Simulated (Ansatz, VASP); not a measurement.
# InGa3P4 in VASP and in Ansatz

The input INCAR:

```
SYSTEM = InGa3P4
PREC = Accurate ; ENCUT = 520
EDIFF = 1E-6 ; ISMEAR = 0
SIGMA = 0.01 ; LREAL = .False.
LASPH = .True. ; NELM = 60
ALGO = Normal ; ISIF = 2
LWAVE = .False. ; LCHARG = .True.
GGA = PE ; LELF = .True.
LVHAR = .True. ; NBANDS = 46
```

KPOINTS

```
regular mesh
0
Gamma
  6 4 4
  0 0 0
```

File POSCAR:

```
InGa3P4
1.0
    4.0503503843      0.0000000000      0.0000000000
    0.0000000000      4.0547045873      5.7385775816
    0.0000000000     -4.0547045873      5.7385775816
Ga In P
3 1 4
Direct
    0.0000000000     -0.0003174584     -0.0003174584
    0.5000000000     -0.0000952197      0.5003339615
    0.5000000000      0.5003339615     -0.0000952197
    0.0000000000      0.4994050850      0.4994050850
    0.5000000000      0.1250567402      0.1250567402
    0.0000000000      0.1099787435      0.6299117368
    0.0000000000      0.6299117368      0.1099787435
    0.5000000000      0.6357264111      0.6357264111
```

Input for Ansatz:

```yaml
crystal:
  lattice:
    - [4.0503503843, 0.0, 0.0]
    - [0.0, 4.0547045873, 5.7385775816]
    - [0.0, -4.0547045873, 5.7385775816]
  atoms:
    - { symbol: Ga, position: [0.0, -0.0003174584, -0.0003174584] }
    - { symbol: Ga, position: [0.5, -9.52197e-05, 0.5003339615] }
    - { symbol: Ga, position: [0.5, 0.5003339615, -9.52197e-05] }
    - { symbol: In, position: [0.0, 0.499405085, 0.499405085] }
    - { symbol: P, position: [0.5, 0.1250567402, 0.1250567402] }
    - { symbol: P, position: [0.0, 0.1099787435, 0.6299117368] }
    - { symbol: P, position: [0.0, 0.6299117368, 0.1099787435] }
    - { symbol: P, position: [0.5, 0.6357264111, 0.6357264111] }
kpoints:
  mp_grid: { grid: [6, 4, 4] }
hamiltonian:
  xc: pbe
scf:
  occupations: { method: fixed }
  n_extra_bands: 6
output:
  forces: true
  stress: true
  eigenvalues: true
```

Alike in both runs: task single point; functional PBE; k mesh 6 × 4 × 4; no spin polarisation.

|  | VASP | Ansatz |
| --- | --- | --- |
| version | VASP 6.6.1 | Ansatz 0.2.0 |
| potentials or method | VASP PAW PBE potentials, release 64 (Ga_d, In_d, P) | plane waves, PAW |
| plane-wave cutoff (eV) | 520 | 420 |
| occupations | gaussian, width 0.01 eV | fixed |
| valence electrons in the cell | 72 | 72 |

VASP gave:

- gap on the k mesh at the Fermi level (eV): 0.52
- pressure (GPa): -3.6
- rms of the force components (eV/Å): 0.031

Problem. Estimate Ansatz's values.

Solution. gap on the k mesh at the Fermi level (eV): 0.53; pressure (GPa): -3.6; rms of the force components (eV/Å): 0.030.

Atom by atom the forces differ by 0.002 eV/Å (rms over components).
